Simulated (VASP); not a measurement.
Here is a VASP 6.6.1 calculation.

INCAR

```
ALGO = Normal
EDIFF = 1E-6
ENCUT = 520
GGA = PE
ISIF = 2
ISMEAR = 0
LASPH = True
LCHARG = True
LELF = True
LREAL = False
LVHAR = True
LWAVE = False
NBANDS = 18
NELM = 60
PREC = Accurate
SIGMA = 0.1
```

File KPOINTS:

```
k-points
0
Gamma
  12 12 12
```

File POSCAR:

```
BeS3
1.0
    3.9120641935      0.0000000000      0.0000000000
    0.0000000000      3.9120641935      0.0000000000
    0.0000000000      0.0000000000      3.9120641935
Be S
1 3
Direct
    0.0000000000      0.0000000000      0.0000000000
    0.0000000000      0.5000000000      0.5000000000
    0.5000000000      0.0000000000      0.5000000000
    0.5000000000      0.5000000000      0.0000000000
```

Potentials or basis: VASP PAW PBE potentials, release 64 (Be, S).

Command:

```bash
$ cat potpaw_PBE.64/Be/POTCAR potpaw_PBE.64/S/POTCAR > POTCAR
$ mpirun -np 1 vasp_std > vasp.out
```

What does it give for the band gap on the k mesh?

Zero (band 10 reaches 9.14 eV, above the bottom of band 11 at 6.61 eV).

What does it give for the pressure?

-0.1 GPa.
